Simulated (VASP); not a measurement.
A run of VASP 6.6.1:

INCAR

```
SYSTEM = LiF
PREC = Accurate ; ENCUT = 520
EDIFF = 1E-6 ; ISMEAR = 0
SIGMA = 0.05 ; LREAL = .FALSE.
LASPH = .TRUE. ; NELM = 80
ALGO = Normal ; ISIF = 2
LWAVE = .FALSE. ; LCHARG = .FALSE.
GGA = PE ; NBANDS = 12
```

File KPOINTS:

```
Automatic mesh
0
G
  10 10 10
  0 0 0
```

File POSCAR:

```
LiF
1.0
    2.7642956400      0.0000000000      0.0000000000
    0.0000000000      2.7642956400      0.0000000000
    0.0000000000      0.0000000000      2.7642956400
Li F
1 1
Direct
    0.0000000000      0.0000000000      0.0000000000
    0.5000000000      0.5000000000      0.5000000000
```

Potentials or basis: VASP PAW PBE potentials, release 64 (Li_sv, F).

Run with:

```console
$ cat potpaw_PBE.64/Li_sv/POTCAR potpaw_PBE.64/F/POTCAR > POTCAR
$ mpirun -np 1 vasp_std > vasp.out
```

Hardware: 1 thread of Intel Xeon 8259CL, with other jobs on the host.

Problem. How long does it take, and how much memory?

Solution. It took 12 s on 1 thread of Intel Xeon 8259CL (shared host), peak memory 0.14 GiB. Counts: scf iterations 11, k points 56.
